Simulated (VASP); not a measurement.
# ZrTa3N4 (Pmmm) in VASP: notebook

Runs on ZrTa3N4. Level: PBE. Tasks: single point, relaxation of cell and atoms.

All numbers are computed with VASP 6.6.1; they aren't measurements. Logs are shortened: lines on timing, memory, paths and dates and some standing lists are left out, and cuts for length are marked.

## Step 1: The cell of the first run

Symmetry: Pmmm, No. 47, orthorhombic system. Conventional cell: a = 3.145 Å, b = 4.484 Å, c = 6.289 Å, α = 90.00°, β = 90.00°, γ = 90.00°. Within 3.0 Å of Zr (site symmetry mmm) lie 6 N at 2.24 to 2.26 Å. Ta (site symmetry mm2) has 6 N at 2.20 to 2.25 Å within 2.9 Å. Within 2.9 Å of Ta (site symmetry mmm) lie 6 N at 2.19 to 2.24 Å. Within 2.9 Å of N (site symmetry mmm) lie 6 Ta at 2.20 to 2.24 Å. N (site symmetry mm2) has 4 Ta at 2.19 to 2.24 Å and 2 Zr at 2.26 Å within 2.9 Å. Within 3.0 Å of N (site symmetry mmm) lie 2 Zr at 2.24 Å and 4 Ta at 2.25 Å.

## Step 2: Single point, PBE

Contents of INCAR:

```
SYSTEM = ZrTa3N4
PREC     = Accurate       ! precision mode
ENCUT    = 520            ! plane-wave cutoff, eV
EDIFF    = 1E-6           ! SCF threshold, eV
ISMEAR   = 0              ! smearing method
SIGMA    = 0.15           ! smearing width, eV
LREAL    = .FALSE.        ! projectors in reciprocal space
LASPH    = .TRUE.         ! aspherical terms in the spheres
NELM     = 60             ! most SCF steps
ALGO     = Normal         ! electronic algorithm
ISIF     = 2              ! what is computed and relaxed
LWAVE    = .FALSE.        ! write WAVECAR
LCHARG   = .TRUE.         ! write CHGCAR
GGA      = PE             ! functional
LELF     = .TRUE.         ! ELF
LVHAR    = .TRUE.       
NBANDS   = 42             ! bands
```

Contents of KPOINTS:

```
Automatic mesh
0
G
  4 3 2
  0 0 0
```

Contents of POSCAR:

```
ZrTa3N4
1.0
    3.1445497128      0.0000000000      0.0000000000
    0.0000000000      4.4844758753      0.0000000000
    0.0000000000      0.0000000000      6.2890522245
Zr Ta N
1 3 4
Direct
    0.0000000000      0.0000000000      0.0000000000
    0.5000000000      0.5000000000      0.2555745789
    0.0000000000      0.0000000000      0.5000000000
    0.5000000000      0.5000000000      0.7444254211
    0.0000000000      0.5000000000      0.5000000000
    0.5000000000      0.0000000000      0.7417497255
    0.0000000000      0.5000000000      0.0000000000
    0.5000000000      0.0000000000      0.2582502745
```

Potentials or basis: VASP PAW PBE potentials, release 64 (Zr_sv, Ta_pv, N).

On the command line:

```console
> cat potpaw_PBE.64/Zr_sv/POTCAR potpaw_PBE.64/Ta_pv/POTCAR potpaw_PBE.64/N/POTCAR > POTCAR
> mpirun -np 1 vasp_std > vasp.out
```

OUTCAR:

```text
SYSTEM = ZrTa3N4
   PREC = Accurate
   ENCUT = 520
   EDIFF = 1E-6
   ISMEAR = 0
   LREAL = .FALSE.
   LASPH = .TRUE.
   NELM = 60
   ISIF = 2
   GGA = PE

 ion  position               nearest neighbor table
   1  0.000  0.000  0.000-   7 2.24   7 2.24   8 2.26   6 2.26   6 2.26   8 2.26   3 3.14   3 3.14
                             4 3.18   2 3.18   2 3.18   4 3.18   4 3.18   2 3.18   2 3.18   4 3.18
   2  0.500  0.500  0.256-   5 2.20   5 2.20   8 2.24   8 2.24   7 2.25   7 2.25   4 3.07   3 3.14
                             3 3.14   3 3.14   3 3.14   1 3.18   1 3.18   1 3.18   1 3.18   4 3.21
   3  0.000  0.000  0.500-   6 2.19   8 2.19   6 2.19   8 2.19   5 2.24   5 2.24   4 3.14   4 3.14
                             2 3.14   4 3.14   2 3.14   2 3.14   2 3.14   4 3.14   1 3.14   1 3.14
   4  0.500  0.500  0.744-   5 2.20   5 2.20   6 2.24   6 2.24   7 2.25   7 2.25   2 3.07   3 3.14
                             3 3.14   3 3.14   3 3.14   1 3.18   1 3.18   1 3.18   1 3.18   2 3.21
   5  0.000  0.500  0.500-   2 2.20   4 2.20   2 2.20   4 2.20   3 2.24   3 2.24
   6  0.500  0.000  0.742-   3 2.19   3 2.19   4 2.24   4 2.24   1 2.26   1 2.26
   7  0.000  0.500  0.000-   1 2.24   1 2.24   4 2.25   2 2.25   2 2.25   4 2.25
   8  0.500  0.000  0.258-   3 2.19   3 2.19   2 2.24   2 2.24   1 2.26   1 2.26

  LATTYP: Found a simple orthorhombic cell.
 ALAT       =     3.1445497128
 B/A-ratio  =     1.4261106629
 C/A-ratio  =     1.9999849896

  Lattice vectors:

 A1 = (   3.1445497128,   0.0000000000,   0.0000000000)
 A2 = (   0.0000000000,   4.4844758753,   0.0000000000)
 A3 = (   0.0000000000,   0.0000000000,   6.2890522245)

Analysis of symmetry for initial positions (statically):
=====================================================================
 Subroutine PRICEL returns:
 Original cell was already a primitive cell.

 Routine SETGRP: Setting up the symmetry group for a
 simple orthorhombic supercell.

 Subroutine GETGRP returns: Found  8 space group operations
 (whereof  8 operations were pure point group operations)
 out of a pool of  8 trial point group operations.

The static configuration has the point symmetry D_2h.

Analysis of symmetry for dynamics (positions and initial velocities):
=====================================================================
 Subroutine PRICEL returns:
 Original cell was already a primitive cell.

 Routine SETGRP: Setting up the symmetry group for a
 simple orthorhombic supercell.

 Subroutine GETGRP returns: Found  8 space group operations
 (whereof  8 operations were pure point group operations)
 out of a pool of  8 trial point group operations.

The dynamic configuration has the point symmetry D_2h.

 Subroutine INISYM returns: Found  8 space group operations
[... 107 lines left out ...]
   NELECT =      65.0000    total number of electrons
   NUPDOWN=      -1.0000    fix difference up-down
   EMIN   =  10.00;   EMAX   =-10.00  energy-range for DOS
   EFERMI =   0.00;   METHOD = LEGACY
   ISMEAR =     0;   SIGMA  =   0.15  broadening in eV -4-tet -1-fermi 0-gaus
   EFERMI_NEDOS =   21; number of points for ismear=-14 and -15
   IALGO  =     38    algorithm
   IMIX   =      4    mixing-type and parameters
     AMIX     =   0.40;   BMIX     =  1.00
     AMIX_MAG =   1.60;   BMIX_MAG =  1.00
  volume/ion in A,a.u.               =      11.09        74.81
  Fermi-wavevector in a.u.,A,eV,Ry     =   1.476027  2.789286 29.642392  2.178654
  Thomas-Fermi vector in A             =   2.590604
   LORBIT       =      0    0 simple, 1 ext, 2 COOP (PROOUT), +10 PAW based schemes
   GGA     = PE    functional components
   LHFCALC =     F    Hartree Fock is set to
   AEXX    =    0.0000 exact exchange contribution
   IVDW    =     0    specifies the selected vdW correction
   LEPSILON=     F    determine dielectric tensor
   LRPA    =     F    only Hartree local field effects (RPA)
 non-spin polarized calculation
 Gauss-broadening in eV      SIGMA  =   0.15
  energy-cutoff  :      520.00
  volume of cell :       88.69
 maximum number of plane-waves:      2413
 NGX is ok and might be reduce to    24
   NGX = 11   NGY = 17   NGZ = 23

 number of electron      64.9999993 magnetization

 Free energy of the ion-electron system (eV)
  ---------------------------------------------------
  ext. energy  EPLUGINS =         0.00000000
  ---------------------------------------------------
  free energy    TOTEN  =       -85.86729524 eV

  energy without entropy =      -85.82894192  energy(sigma->0) =      -85.84811858

 E-fermi :  10.1896     XC(G=0): -13.1442

 val. band max:       10.1733565574   @ k =   0.2500   0.0000   0.5000
 cond. band min:      10.2402675350   @ k =   0.2500   0.3333   0.5000
 fundamental gap:      0.0669109776
 Fermi energy:        10.1896176122

 k-point     1 :       0.0000    0.0000    0.0000
  band No.  band energies     occupation
      1     -39.5123      2.00000
      2     -26.2836      2.00000
      3     -26.2654      2.00000
      4     -26.0401      2.00000
      5     -25.9567      2.00000
      6     -25.9117      2.00000
[... 529 lines left out ...]
     41      13.8790      0.00000
     42      14.8225      0.00000

------------------------ aborting loop because EDIFF is reached ----------------------------------------

  FORCE on cell =-STRESS in cart. coord.  units (eV):
  Direction    XX          YY          ZZ          XY          YZ          ZX
  --------------------------------------------------------------------------------------
  -------------------------------------------------------------------------------------
  Total        0.1195554      0.1958876      0.0319860      0.0000000      0.0000000      0.0000000
  in kB        2.1598540      3.5388509      0.5778501      0.0000000      0.0000000      0.0000000
  external PRESSURE =       2.0921850 kB  Pullay stress =       0.0000000 kB

 VOLUME and BASIS-vectors are now :
 -----------------------------------------------------------------------------
  energy-cutoff  :      520.00
  volume of cell :       88.69
      direct lattice vectors                 reciprocal lattice vectors
     3.144549713  0.000000000  0.000000000     0.318010555  0.000000000  0.000000000
     0.000000000  4.484475875  0.000000000     0.000000000  0.222991500  0.000000000
     0.000000000  0.000000000  6.289052224     0.000000000  0.000000000  0.159006471

 POSITION                                       TOTAL-FORCE (eV/Angst)
 -----------------------------------------------------------------------------------
      0.00000      0.00000      0.00000         0.000000     -0.000000      0.000000
      1.57227      2.24224      1.60732         0.000000      0.000000     -0.043649
      0.00000      0.00000      3.14453         0.000000     -0.000000      0.000000
      1.57227      2.24224      4.68173         0.000000     -0.000000      0.043649
      0.00000      2.24224      3.14453         0.000000     -0.000000      0.000000
      1.57227      0.00000      4.66490         0.000000     -0.000000      0.077532
      0.00000      2.24224      0.00000         0.000000     -0.000000      0.000000
      1.57227      0.00000      1.62415         0.000000      0.000000     -0.077532
 -----------------------------------------------------------------------------------
    total drift:                                0.000000      0.000000     -0.000000

  FREE ENERGIE OF THE ION-ELECTRON SYSTEM (eV)
  ---------------------------------------------------
  free  energy   TOTEN  =       -85.8672952357 eV

  energy  without entropy=      -85.8289419153  energy(sigma->0) =      -85.84811858
```

It took 59 s on 1 thread of Intel Xeon Platinum 8259CL at 2.50GHz (Skylake/Cascade Lake), shared host; peak memory 0.21 GiB.

Results:

| Item | Value |
| --- | --- |
| Free energy | -85.8673 eV |
| Pressure | 0.2 GPa |
| Largest force | 0.078 eV/Å |

Forces on the atoms (eV/Å):
```
Zr   0.000  0.000  0.000
Ta   0.000  0.000 -0.044
Ta   0.000  0.000  0.000
Ta   0.000  0.000  0.044
N    0.000  0.000  0.000
N    0.000  0.000  0.078
N    0.000  0.000  0.000
N    0.000  0.000 -0.078
```

Stress tensor (GPa, compression positive):
```
0.22 0.00 0.00
0.00 0.35 0.00
0.00 0.00 0.06
```

Levels at points of the mesh, in eV from the Fermi level:
```tsv
k point	band 31	band 32	band 33	band 34	band 35	band 36
(0.00, 0.00, 0.00)	-1.84	-1.75	-1.72	0.13	0.35	0.37
(0.50, 0.00, 0.00)	-4.10	0.37	0.63	1.00	1.05	1.56
(0.00, 0.00, 0.50)	-1.64	-1.48	-0.83	-0.76	-0.73	-0.08
(0.50, 0.00, 0.50)	-2.51	-2.46	-2.20	2.07	2.15	2.28
```

Caveat: the k points lie up to 0.50 Å⁻¹ apart; spin-orbit coupling is left out, which moves the levels of the heavy elements.

## Step 3: Relaxation of cell and atoms, PBE

This run uses another cell than the first one, of 11.87 Å³/atom, 1.071 times its volume.

Contents of INCAR:

```
PREC = Accurate
ENCUT = 600
EDIFF = 1E-6
ISMEAR = 0
SIGMA = 0.15
LREAL = False
LASPH = True
NELM = 100
ALGO = Normal
ISIF = 3
LWAVE = False
LCHARG = False
GGA = PE
IBRION = 2
NSW = 36
EDIFFG = -0.08
```

Contents of KPOINTS:

```
Automatic mesh
0
Gamma
  4 3 2
```

Contents of POSCAR:

```
ZrTa3N4
1.0
    3.2205182100      0.0000000000      0.0000000000
    0.0000000000      4.5658852600      0.0000000000
    0.0000000000      0.0000000000      6.4599548300
Zr Ta N
1 3 4
Direct
    0.0000000000      0.0000000000      0.0000000000
    0.5000000000      0.5000000000      0.2532063700
    0.0000000000      0.0000000000      0.5000000000
    0.5000000000      0.5000000000      0.7467936300
    0.0000000000      0.5000000000      0.5000000000
    0.5000000000      0.0000000000      0.7584846000
    0.0000000000      0.5000000000      0.0000000000
    0.5000000000      0.0000000000      0.2415154000
```

Potentials or basis: VASP PAW PBE potentials, release 64 (Zr_sv, Ta_pv, N).

On the command line:

```console
> cat potpaw_PBE.64/Zr_sv/POTCAR potpaw_PBE.64/Ta_pv/POTCAR potpaw_PBE.64/N/POTCAR > POTCAR
> mpirun -np 1 vasp_std > vasp.out
```

Run time: 7 min. Hardware: 1 thread of Intel Xeon Platinum 8259CL at 2.50GHz (Skylake/Cascade Lake), shared host; peak memory 0.27 GiB.

Results (log left out):

```yaml
Free_energy: -85.8860 eV
Relaxed_volume: 11.10 Å³/atom
Relaxed_cell: a = 3.148 Å, b = 4.487 Å, c = 6.285 Å, α = 90.00°, β = 90.00°, γ = 90.00°
Space_group_after_relaxing_to_0.05_Å: Pmmm (No. 47)
Energy_gained_by_relaxing: 67.0 meV/atom
Ionic_steps: 8
Pressure_after_relaxing: -0.2 GPa
Largest_force_after_relaxing: 0.079 eV/Å
```

Forces on the atoms (eV/Å):
```
Zr   0.000  0.000  0.000
Ta   0.000  0.000 -0.079
Ta   0.000  0.000  0.000
Ta   0.000  0.000  0.079
N    0.000  0.000  0.000
N    0.000  0.000 -0.024
N    0.000  0.000  0.000
N    0.000  0.000  0.024
```

Stress tensor (GPa, compression positive):
```
-0.22  0.00  0.00
 0.00 -0.35  0.00
 0.00  0.00 -0.06
```

Step by step:
```
step  energy change (eV)  largest force (eV/Å)  pressure (GPa)  volume (Å³)
   1              0.0000                1.2171          -17.99        94.99
   2              1.1327                0.7393           54.13        77.81
   3             -0.4289                1.2327            0.49        88.57
   4             -0.4297                1.2297            1.32        88.34
   5             -0.5247                0.4043            1.03        88.39
   6             -0.5339                0.1174            1.10        88.42
   7             -0.5315                0.0231           -2.17        89.34
   8             -0.5357                0.0790           -0.21        88.78
```

Final structure:
```
CELL_PARAMETERS angstrom
3.14838 0.00000 0.00000
0.00000 4.48696 0.00000
0.00000 0.00000 6.28450
ATOMIC_POSITIONS crystal
Zr 0.00000 0.00000 0.00000
Ta 0.50000 0.50000 0.25665
Ta 0.00000 0.00000 0.50000
Ta 0.50000 0.50000 0.74335
N 0.00000 0.50000 0.50000
N 0.50000 0.00000 0.74294
N 0.00000 0.50000 0.00000
N 0.50000 0.00000 0.25706
```

Levels at points of the mesh, in eV from the Fermi level:
```tsv
k point	band 30	band 31	band 32	band 33	band 34	band 35	band 36	band 37
(0.00, 0.00, 0.00)	-3.48	-1.84	-1.73	-1.69	0.13	0.36	0.40	0.63
(0.50, 0.00, 0.00)	-4.23	-4.07	0.40	0.66	1.03	1.07	1.55	1.73
(0.00, 0.00, 0.50)	-2.16	-1.55	-1.49	-0.78	-0.75	-0.74	-0.08	0.63
(0.50, 0.00, 0.50)	-2.60	-2.49	-2.36	-2.16	2.04	2.16	2.29	2.58
```

Caveat: the k points lie up to 0.50 Å⁻¹ apart in the final cell; spin-orbit coupling is left out, which moves the levels of the heavy elements; the relaxation stopped at a loose force limit of 0.08 eV/Å, so its end isn't a converged minimum.
